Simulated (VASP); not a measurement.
Input of a VASP 6.6.1 run:

Contents of INCAR:

```
PREC = Accurate ; ENCUT = 600
EDIFF = 1E-7 ; ISMEAR = 0
SIGMA = 0.1 ; LREAL = F
LASPH = T ; NELM = 80
ALGO = Normal ; ISIF = 3
LWAVE = F ; LCHARG = F
GGA = PE ; IBRION = 2
NSW = 90 ; EDIFFG = -0.04
```

The input KPOINTS:

```
regular mesh
0
Gamma
  4 4 4
```

The input POSCAR:

```
InAs
1.0
    0.0000000000      3.8951858583      3.8951858583
    3.8951858583      0.0000000000      3.8951858583
    3.8951858583      3.8951858583      0.0000000000
In As
2 2
Direct
    0.5000000000      0.5000000000      0.5000000000
    0.7500000000      0.7500000000      0.7500000000
    0.0000000000      0.0000000000      0.0000000000
    0.2500000000      0.2500000000      0.2500000000
```

Potentials or basis: VASP PAW PBE potentials, release 64 (In_d, As).

Command:

```bash
$ cat potpaw_PBE.64/In_d/POTCAR potpaw_PBE.64/As/POTCAR > POTCAR
$ mpirun -np 1 vasp_std > vasp.out
```

**Question.** Estimate the band gap on the k mesh.

**Answer.** Zero (bands 18 and 19 overlap by 2.91 eV).

**Question.** Predict the space group after relaxing (to 0.1 Å).

**Answer.** Fd-3m (No. 227).

Final structure:
```
CELL_PARAMETERS angstrom
0.00000 3.56799 3.56799
3.56799 0.00000 3.56799
3.56799 3.56799 0.00000
ATOMIC_POSITIONS crystal
In 0.50000 0.50000 0.50000
In 0.75000 0.75000 0.75000
As 0.00000 0.00000 0.00000
As 0.25000 0.25000 0.25000
```

Caveat: spin-orbit coupling is left out, which moves the levels of the heavy elements.
